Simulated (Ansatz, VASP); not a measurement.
## Li2H7 in VASP and in Ansatz

```xyz
9
Lattice="2.3436 -2.5382 -0.0318 2.3436 2.5382 -0.0318 -1.4691 0.0000 5.3921" Properties=species:S:1:pos:R:3 pbc="T T T"
Li    4.4088    0.0000    1.5514
Li   -1.1907    0.0000    3.7770
H     0.4372   -1.2691    2.6801
H     0.4372    1.2691    2.6801
H     2.0254    0.4079    5.1446
H     2.0254   -0.4079    5.1446
H     1.1926   -0.4079    0.1838
H     1.1926    0.4079    0.1838
H     1.6090    0.0000    2.6642
```

Change from the starting cell: species swapped into the Hf2Co7 type (C2/m, No. 12).

Alike in both runs: task relaxation of cell and atoms; functional PBE; k mesh 12 × 12 × 8; occupations gaussian, width 0.1 eV; no spin polarisation.

|  | VASP | Ansatz |
| --- | --- | --- |
| version | VASP 6.6.1 | Ansatz 0.2.0 |
| potentials or method | VASP PAW PBE potentials, release 64 (Li_sv, H), cutoff 600 eV | scalar-relativistic, plane waves, PAW |
| valence electrons in the cell | 13 | 13 |

|  | VASP | Ansatz | Ansatz less VASP |
| --- | --- | --- | --- |
| gap on the k mesh at the Fermi level, each at its own relaxed structure (eV) | none | none | - |
| relaxed volume (Å³/atom) | 7.07 | 7.10 | +0.036 |
| relaxed cell length with the largest relative difference (Å) | 3.449 | 3.455 | +0.0058 |

A gap of «none» marks a metal or a gap that the smearing closes.

Noted on VASP's run: the cutoff is short for stress, so the pressure is rough.
